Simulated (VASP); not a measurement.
# MgO (I4/mmm) in VASP: settings compared

MgO is run at these levels: PBE, r2SCAN; tasks: single point.

Everything below comes from runs of VASP 6.6.1. Logs are shortened: lines on timing, memory, paths and dates and some standing lists are left out, and cuts for length are marked.

**1. The cell of the first run**

Symmetry: I4/mmm, No. 139, tetragonal system. The conventional cell has a = 2.973 Å, b = 2.973 Å, c = 4.316 Å, α = 90.00°, β = 90.00°, γ = 90.00°. Within 2.8 Å of Mg (site symmetry 4/mmm) lie 6 O at 2.10 to 2.16 Å. O (site symmetry 4/mmm) has 6 Mg at 2.10 to 2.16 Å within 2.8 Å.

**2. Single point, PBE (uniaxial x strain +2.7%)**

File INCAR:

```
PREC     = Accurate       # precision mode
ENCUT    = 520            # plane-wave cutoff, eV
EDIFF    = 1E-6           # SCF threshold, eV
ISMEAR   = -1             # smearing method
SIGMA    = 0.02           # smearing width, eV
LREAL    = F              # projectors in reciprocal space
LASPH    = T              # aspherical terms in the spheres
NELM     = 80             # most SCF steps
ALGO     = Normal         # electronic algorithm
ISIF     = 2              # what is computed and relaxed
LWAVE    = F              # write WAVECAR
LCHARG   = T              # write CHGCAR
GGA      = PE             # functional
LELF     = T              # ELF
LVHAR    = T            
NBANDS   = 11             # bands
```

File KPOINTS:

```
regular mesh
0
Gamma
  10 10 10
```

File POSCAR:

```
MgO
1.0
    0.0000000000      2.1021674168      2.1021674168
    2.1580850701      0.0000000000      2.1021674168
    2.1580850701      2.1021674168      0.0000000000
Mg O
1 1
Direct
    0.0000000000      0.0000000000      0.0000000000
    0.5000000000      0.5000000000      0.5000000000
```

Potentials or basis: VASP PAW PBE potentials, release 64 (Mg, O).

Started as:

```
$ cat potpaw_PBE.64/Mg/POTCAR potpaw_PBE.64/O/POTCAR > POTCAR
$ mpirun -np 1 vasp_std > vasp.out
```

OUTCAR:

```text
PREC = Accurate
   ENCUT = 520
   EDIFF = 1E-6
   ISMEAR = -1
   LREAL = F
   LASPH = T
   NELM = 80
   ISIF = 2
   GGA = PE

 ion  position               nearest neighbor table
   1  0.000  0.000  0.000-   2 2.10   2 2.10   2 2.10   2 2.10   2 2.16   2 2.16
   2  0.500  0.500  0.500-   1 2.10   1 2.10   1 2.10   1 2.10   1 2.16   1 2.16

  LATTYP: Found a body centered tetragonal cell.
 ALAT       =     2.9729136712
 C/A-ratio  =     1.4518316431

  Lattice vectors:

 A1 = (   2.1580850701,   0.0000000000,   2.1021674168)
 A2 = (   2.1580850701,   0.0000000000,  -2.1021674168)
 A3 = (  -2.1580850701,   2.1021674168,   0.0000000000)

Analysis of symmetry for initial positions (statically):
=====================================================================
 Subroutine PRICEL returns:
 Original cell was already a primitive cell.

 Routine SETGRP: Setting up the symmetry group for a
 body centered tetragonal supercell.

 Subroutine GETGRP returns: Found 16 space group operations
 (whereof 16 operations were pure point group operations)
 out of a pool of 16 trial point group operations.

The static configuration has the point symmetry D_4h.

Analysis of symmetry for dynamics (positions and initial velocities):
=====================================================================
 Subroutine PRICEL returns:
 Original cell was already a primitive cell.

 Routine SETGRP: Setting up the symmetry group for a
 body centered tetragonal supercell.

 Subroutine GETGRP returns: Found 16 space group operations
 (whereof 16 operations were pure point group operations)
 out of a pool of 16 trial point group operations.

The dynamic configuration has the point symmetry D_4h.

 Subroutine INISYM returns: Found 16 space group operations
 (whereof 16 operations are pure point group operations),
 and found     1 'primitive' translations

----------------------------------------------------------------------------------------

                                     Primitive cell

  volume of cell :      19.0736

  direct lattice vectors                    reciprocal lattice vectors
     0.000000000  2.102167417  2.102167417    -0.231686882  0.237849753  0.237849753
     2.158085070  0.000000000  2.102167417     0.231686882 -0.237849753  0.237849753
     2.158085070  2.102167417  0.000000000     0.231686882  0.237849753 -0.237849753

  length of vectors
     2.972913671  3.012712900  3.012712900     0.408440719  0.408440719  0.408440719

  position of ions in fractional coordinates (direct lattice)
     0.000000000  0.000000000  0.000000000
     0.500000000  0.500000000  0.500000000

  ion indices of the primitive-cell ions
   primitive index   ion index
                 1           1
                 2           2

----------------------------------------------------------------------------------------

 KPOINTS: regular mesh

Automatic generation of k-mesh.
 Grid dimensions read from file:
 generate k-points for:   10   10   10

 Generating k-lattice:

  Cartesian coordinates                     Fractional coordinates (reciprocal lattice)
    -0.023168688  0.023784975  0.023784975     0.100000000  0.000000000  0.000000000
     0.023168688 -0.023784975  0.023784975     0.000000000  0.100000000 -0.000000000
     0.023168688  0.023784975 -0.023784975     0.000000000 -0.000000000  0.100000000

  Length of vectors
     0.040844072  0.040844072  0.040844072

  Shift w.r.t. Gamma in fractional coordinates (k-lattice)
     0.000000000  0.000000000  0.000000000

 Subroutine IBZKPT returns following result:
 ===========================================

 Found    102 irreducible k-points:

 Following reciprocal coordinates:
            Coordinates               Weight
  0.000000  0.000000  0.000000      1.000000
  0.100000 -0.000000 -0.000000      8.000000
  0.200000 -0.000000 -0.000000      8.000000
  0.300000 -0.000000 -0.000000      8.000000
  0.400000  0.000000  0.000000      8.000000
  0.500000 -0.000000 -0.000000      4.000000
[... 16 lines left out ...]
  0.300000  0.300000  0.000000      4.000000
  0.400000  0.300000  0.000000     16.000000
 [... further k-points ...]
   k-points           NKPTS =    102   k-points in BZ     NKDIM =    102   number of bands    NBANDS=     11
   number of dos      NEDOS =    301   number of ions     NIONS =      2
   total plane-waves  NPLWV =  13824
   dimension x,y,z NGX =    24 NGY =   24 NGZ =   24
   dimension x,y,z NGXF=    48 NGYF=   48 NGZF=   48
   ions per type =               1   1
   NGX,Y,Z   is equivalent  to a cutoff of  13.42, 13.24, 13.24 a.u.
   NGXF,Y,Z  is equivalent  to a cutoff of  26.84, 26.49, 26.49 a.u.
 SYSTEM =  unknown system
   PREC   = accura    normal or accurate (medium, high low for compatibility)
   ISTART =      0    job   : 0-new  1-cont  2-samecut
   ICHARG =      2    charge: 1-file 2-atom 10-const
   ISPIN  =      1    spin polarized calculation?
   LNONCOLLINEAR =      F non collinear calculations
[... 56 lines left out ...]
 fundamental gap:      4.4869791537
 Fermi energy:         3.4885145301

 k-point     1 :       0.0000    0.0000    0.0000
  band No.  band energies     occupation
      1     -14.1274      2.00000
      2       3.0129      2.00000
      3       3.0129      2.00000
      4       3.0681      2.00000
      5       7.5551      0.00000
      6      18.5398      0.00000
      7      18.8137      0.00000
      8      18.8137      0.00000
      9      22.5863      0.00000
     10      23.9183      0.00000
     11      24.7537      0.00000

 k-point     2 :       0.1000   -0.0000   -0.0000
  band No.  band energies     occupation
      1     -14.0254      2.00000
      2       2.3820      2.00000
      3       2.9527      2.00000
      4       2.9808      2.00000
      5       8.1862      0.00000
      6      17.4737      0.00000
      7      18.8549      0.00000
      8      19.0530      0.00000
      9      23.2026      0.00000
     10      23.9394      0.00000
     11      24.2059      0.00000

 k-point     3 :       0.2000   -0.0000   -0.0000
  band No.  band energies     occupation
      1     -13.7455      2.00000
      2       1.0829      2.00000
      3       2.7999      2.00000
      4       2.8023      2.00000
      5       9.3844      0.00000
      6      15.9551      0.00000
      7      19.2554      0.00000
      8      19.5589      0.00000
      9      22.6079      0.00000
     10      23.1451      0.00000
     11      24.9793      0.00000

 k-point     4 :       0.3000   -0.0000   -0.0000
  band No.  band energies     occupation
      1     -13.3684      2.00000
      2      -0.2081      2.00000
      3       2.5935      2.00000
      4       2.6195      2.00000
      5      10.3411      0.00000
      6      15.2244      0.00000
      7      19.2471      0.00000
      8      19.7307      0.00000
      9      23.1715      0.00000
     10      23.4696      0.00000
     11      24.3777      0.00000

 k-point     5 :       0.4000    0.0000    0.0000
  band No.  band energies     occupation
      1     -13.0320      2.00000
      2      -1.1472      2.00000
      3       2.4326      2.00000
      4       2.4796      2.00000
      5      10.7309      0.00000
      6      15.2547      0.00000
      7      18.9821      0.00000
      8      19.5374      0.00000
      9      23.7776      0.00000
     10      24.5051      0.00000
     11      24.6627      0.00000
[... 211 lines left out ...]
 k-point    21 :      -0.3000    0.2000    0.0000
  band No.  band energies     occupation
      1     -12.9611      2.00000
      2      -0.5432      2.00000
      3       1.2717      2.00000
      4       2.3855      2.00000
      5      12.1070      0.00000
      6      14.8765      0.00000
      7      16.9723      0.00000
      8      20.0279      0.00000
      9      23.0347      0.00000
     10      23.8197      0.00000
     11      27.9181      0.00000

 k-point    22 :      -0.2000    0.2000    0.0000
  band No.  band energies     occupation
      1     -13.2630      2.00000
      2       0.0196      2.00000
      3       1.7177      2.00000
      4       2.5967      2.00000
      5      11.2713      0.00000
      6      14.8953      0.00000
      7      17.8758      0.00000
      8      20.4842      0.00000
      9      21.2850      0.00000
     10      24.1581      0.00000
     11      27.7164      0.00000

 k-point    23 :       0.3000    0.3000    0.0000
  band No.  band energies     occupation
      1     -13.1552      2.00000
      2      -0.0636      2.00000
      3       2.0252      2.00000
      4       2.1611      2.00000
      5      11.6647      0.00000
      6      13.3659      0.00000
      7      17.3882      0.00000
      8      20.4753      0.00000
      9      20.7819      0.00000
     10      26.7893      0.00000
     11      30.2030      0.00000

 k-point    24 :       0.4000    0.3000    0.0000
  band No.  band energies     occupation
      1     -12.9170      2.00000
      2      -0.4702      2.00000
      3       1.7219      2.00000
      4       1.9645      2.00000
      5      12.3930      0.00000
      6      13.0785      0.00000
      7      16.5418      0.00000
      8      20.7373      0.00000
      9      21.1710      0.00000
     10      27.5353      0.00000
     11      29.7530      0.00000

 [... further k-points ...]
[... 5 lines left out ...]
  --------------------------------------------------------------------------------------
  -------------------------------------------------------------------------------------
  Total       -0.2790310      0.2830339      0.2830339     -0.0000000      0.0000000      0.0000000
  in kB      -23.4385035     23.7747457     23.7747457     -0.0000000      0.0000000      0.0000000
  external PRESSURE =       8.0369960 kB  Pullay stress =       0.0000000 kB

 VOLUME and BASIS-vectors are now :
 -----------------------------------------------------------------------------
  energy-cutoff  :      520.00
  volume of cell :       19.07
      direct lattice vectors                 reciprocal lattice vectors
     0.000000000  2.102167417  2.102167417    -0.231686882  0.237849753  0.237849753
     2.158085070  0.000000000  2.102167417     0.231686882 -0.237849753  0.237849753
     2.158085070  2.102167417  0.000000000     0.231686882  0.237849753 -0.237849753

 POSITION                                       TOTAL-FORCE (eV/Angst)
 -----------------------------------------------------------------------------------
      0.00000      0.00000      0.00000        -0.000000     -0.000000      0.000000
      2.15809      2.10217      2.10217         0.000000      0.000000     -0.000000
 -----------------------------------------------------------------------------------
    total drift:                               -0.000000     -0.000000      0.000000

  FREE ENERGIE OF THE ION-ELECTRON SYSTEM (eV)
  ---------------------------------------------------
  free  energy   TOTEN  =       -11.9065643332 eV

  energy  without entropy=      -11.9065643332  energy(sigma->0) =      -11.90656433
```

Run time: 10 s. Hardware: 1 thread of Intel Xeon Platinum 8488C (Sapphire Rapids), shared host; peak memory 0.15 GiB.

What came out:

```yaml
Free_energy: -11.9066 eV
Pressure: 0.8 GPa
Band_gap_on_the_k_mesh: 4.49 eV, direct
```

Stress tensor (GPa, compression positive):
```
-2.34  0.00  0.00
 0.00  2.38  0.00
 0.00  0.00  2.38
```

Levels at points of the mesh, in eV from the valence-band top:
```csv
k point,band 1,band 2,band 3,band 4,band 5,band 6,band 7,band 8,band 9
"(0.00, 0.00, 0.00)",-17.20,-0.06,-0.06,0.00,4.49,15.47,15.75,15.75,19.52
"(0.50, 0.00, 0.00)",-15.96,-4.56,-0.70,-0.64,7.73,12.33,15.79,16.36,20.54
"(0.50, 0.50, 0.00)",-15.69,-4.01,-1.47,-1.31,8.98,9.70,12.96,18.27,18.78
"(0.00, 0.50, 0.50)",-15.76,-4.09,-1.28,-1.28,9.24,9.74,12.61,18.83,18.83
```

Caveat: the cell differs from its parent crystal (uniaxial x strain +2.7%).

**3. Single point, PBE (uniaxial z strain +0.9%)**

File INCAR:

```
  ALGO = Normal
  EDIFF = 1E-6
  ENCUT = 520
  GGA = PE
  ISIF = 2
  ISMEAR = -1
  LASPH = T
  LCHARG = F
  LREAL = F
  LWAVE = F
  NBANDS = 11
  NELM = 80
  PREC = Accurate
  SIGMA = 0.02
```

File KPOINTS:

```
k-points
0
Gamma
  10 10 10
```

File POSCAR:

```
MgO
1.0
    0.0000000000      2.1021674168      2.1202460566
    2.1021674168      0.0000000000      2.1202460566
    2.1021674168      2.1021674168      0.0000000000
Mg O
1 1
Direct
    0.0000000000      0.0000000000      0.0000000000
    0.5000000000      0.5000000000      0.5000000000
```

Potentials or basis: VASP PAW PBE potentials, release 64 (Mg, O).

Started as:

```
$ cat potpaw_PBE.64/Mg/POTCAR potpaw_PBE.64/O/POTCAR > POTCAR
$ mpirun -np 1 vasp_std > vasp.out
```

Wall time 9.7 s (1 thread of Intel Xeon Platinum 8488C (Sapphire Rapids), shared host); peak memory 0.15 GiB.

Results (log left out):

| Quantity | Value |
| --- | --- |
| Free energy | -11.9064 eV |
| Pressure | 3.5 GPa |
| Band gap on the k mesh | 4.68 eV, direct |

Stress tensor (GPa, compression positive):
```
4.05 0.00 0.00
0.00 4.05 0.00
0.00 0.00 2.29
```

Levels at points of the mesh, in eV from the valence-band top:
| k point | band 1 | band 2 | band 3 | band 4 | band 5 | band 6 | band 7 | band 8 | band 9 |
| --- | --- | --- | --- | --- | --- | --- | --- | --- | --- |
| (0.00, 0.00, 0.00) | -17.26 | -0.02 | -0.02 | 0.00 | 4.68 | 15.71 | 15.80 | 15.80 | 19.68 |
| (0.50, 0.00, 0.00) | -15.98 | -4.62 | -0.67 | -0.65 | 7.86 | 12.56 | 16.17 | 16.36 | 20.83 |
| (0.50, 0.50, 0.00) | -15.74 | -4.10 | -1.33 | -1.33 | 9.16 | 9.93 | 12.98 | 18.98 | 18.98 |
| (0.50, 0.00, 0.50) | -15.72 | -4.07 | -1.39 | -1.34 | 9.08 | 9.92 | 13.09 | 18.80 | 18.97 |

Caveat: the cell differs from its parent crystal (uniaxial z strain +0.9%).

**4. Single point, r2SCAN (uniaxial z strain +0.9%)**

POSCAR is that of step 3.

File INCAR.step1:

```
ALGO = Normal
EDIFF = 1E-4
ENCUT = 520
GGA = PE
ISMEAR = 0
LASPH = True
LCHARG = False
LREAL = False
LWAVE = True
NBANDS = 11
NELM = 60
PREC = Accurate
SIGMA = 0.01
```

File INCAR.step2:

```
ALGO = Normal
EDIFF = 1E-7
ENCUT = 520
ISIF = 2
ISMEAR = 0
ISTART = 1
LASPH = True
LCHARG = True
LELF = True
LMIXTAU = True
LREAL = False
LVHAR = True
LWAVE = False
METAGGA = R2SCAN
NBANDS = 11
NELM = 60
PREC = Accurate
SIGMA = 0.01
```

KPOINTS is that of step 3.

Started as:

```
$ cat potpaw_PBE.64/Mg/POTCAR potpaw_PBE.64/O/POTCAR > POTCAR
$ cp INCAR.step1 INCAR
$ mpirun -np 1 vasp_std > vasp.out
$ cp INCAR.step2 INCAR
$ mpirun -np 1 vasp_std > vasp.out
```

It took 41 s on 1 thread of Intel Xeon Platinum 8488C (Sapphire Rapids), shared host; peak memory 0.16 GiB.

Results (log left out):

```yaml
Free_energy: -16.1589 eV
Pressure: -2.5 GPa
Band_gap_on_the_k_mesh: 5.56 eV, direct
```

Stress tensor (GPa, compression positive):
```
-1.93  0.00  0.00
 0.00 -1.93  0.00
 0.00  0.00 -3.66
```

Levels at points of the mesh, in eV from the valence-band top:
| k point | band 1 | band 2 | band 3 | band 4 | band 5 | band 6 | band 7 | band 8 | band 9 |
| --- | --- | --- | --- | --- | --- | --- | --- | --- | --- |
| (0.00, 0.00, 0.00) | -18.20 | -0.02 | -0.02 | 0.00 | 5.56 | 16.74 | 16.83 | 16.83 | 20.94 |
| (0.50, 0.00, 0.00) | -16.96 | -4.61 | -0.69 | -0.67 | 8.77 | 13.76 | 17.28 | 17.48 | 22.31 |
| (0.50, 0.50, 0.00) | -16.72 | -4.12 | -1.36 | -1.36 | 10.08 | 11.02 | 14.17 | 20.38 | 20.38 |
| (0.50, 0.00, 0.50) | -16.70 | -4.09 | -1.42 | -1.37 | 9.98 | 11.01 | 14.28 | 20.19 | 20.36 |

Caveat: the cell differs from its parent crystal (uniaxial z strain +0.9%); the PAW data sets were made with another functional, which shifts forces and pressure a little.

**5. Single point, r2SCAN (uniaxial x strain +2.7%)**

File POSCAR:

```
MgO
1.0
    0.0000000000      2.1021674168      2.1021674168
    2.1580850701      0.0000000000      2.1021674168
    2.1580850701      2.1021674168      0.0000000000
Mg O
1 1
Direct
    0.0000000000      0.0000000000      0.0000000000
    0.5000000000      0.5000000000      0.5000000000
```

File INCAR.step1:

```
SYSTEM = MgO
PREC = Accurate
ENCUT = 520
ISMEAR = 0
SIGMA = 0.01
LREAL = .False.
LASPH = .True.
NELM = 100
NBANDS = 11
GGA = PE
ALGO = Normal
EDIFF = 1E-4
LWAVE = .True.
LCHARG = .False.
```

File INCAR.step2:

```
SYSTEM = MgO
PREC = Accurate
ENCUT = 520
EDIFF = 1E-6
ISMEAR = 0
SIGMA = 0.01
LREAL = .False.
LASPH = .True.
NELM = 100
ALGO = Normal
ISIF = 2
LWAVE = .False.
LCHARG = .False.
METAGGA = R2SCAN
LMIXTAU = .True.
NBANDS = 11
ISTART = 1
```

File KPOINTS:

```
regular mesh
0
Gamma
  10 10 10
  0 0 0
```

Started as:

```
$ cat potpaw_PBE.64/Mg/POTCAR potpaw_PBE.64/O/POTCAR > POTCAR
$ cp INCAR.step1 INCAR
$ mpirun -np 1 vasp_std > vasp.out
$ cp INCAR.step2 INCAR
$ mpirun -np 1 vasp_std > vasp.out
```

It took 48 s on 1 thread of Intel Xeon Platinum 8488C (Sapphire Rapids), shared host; peak memory 0.16 GiB.

It converged, with:

```
Free energy            : -16.1469 eV
Pressure               : -5.1 GPa
Band gap on the k mesh : 5.36 eV, direct
```

Stress tensor (GPa, compression positive):
```
-8.12  0.00  0.00
 0.00 -3.52  0.00
 0.00  0.00 -3.52
```

Levels at points of the mesh, in eV from the valence-band top:
```csv
k point,band 1,band 2,band 3,band 4,band 5,band 6,band 7,band 8
"(0.00, 0.00, 0.00)",-18.13,-0.06,-0.06,0.00,5.36,16.50,16.78,16.78
"(0.50, 0.00, 0.00)",-16.94,-4.56,-0.72,-0.66,8.62,13.52,16.89,17.47
"(0.50, 0.50, 0.00)",-16.67,-4.02,-1.50,-1.33,9.88,10.78,14.14,19.64
"(0.00, 0.50, 0.50)",-16.74,-4.11,-1.31,-1.31,10.15,10.83,13.79,20.22
```

Caveat: the cell differs from its parent crystal (uniaxial x strain +2.7%); the PAW data sets were made with another functional, which shifts forces and pressure a little.

**6. Overview**

| level | cell | smearing | gap on the mesh (eV) | pressure (GPa) |
| --- | --- | --- | --- | --- |
| PBE | a = 2.973, b = 3.013, c = 3.013 Å, angles 59.1, 60.4, 60.4°, 2 atoms | fermi-dirac 0.02 eV | 4.49 | 0.8 |
| PBE | a = 2.986, b = 2.986, c = 2.973 Å, angles 60.1, 60.1, 59.7°, 2 atoms | fermi-dirac 0.02 eV | 4.68 | 3.5 |
| r2SCAN | a = 2.986, b = 2.986, c = 2.973 Å, angles 60.1, 60.1, 59.7°, 2 atoms | gaussian 0.01 eV | 5.56 | -2.5 |
| r2SCAN | a = 2.973, b = 3.013, c = 3.013 Å, angles 59.1, 60.4, 60.4°, 2 atoms | gaussian 0.01 eV | 5.36 | -5.1 |

Alike in all rows: task single point; potentials or basis VASP PAW PBE potentials, release 64 (Mg, O); no spin polarisation; k mesh 10 × 10 × 10; cutoff (eV) 520.

Caveats: the PAW data sets were made with another functional, which shifts forces and pressure a little (some runs).

Total energies depend on the potentials used, so only differences within one code and one set of settings carry meaning.
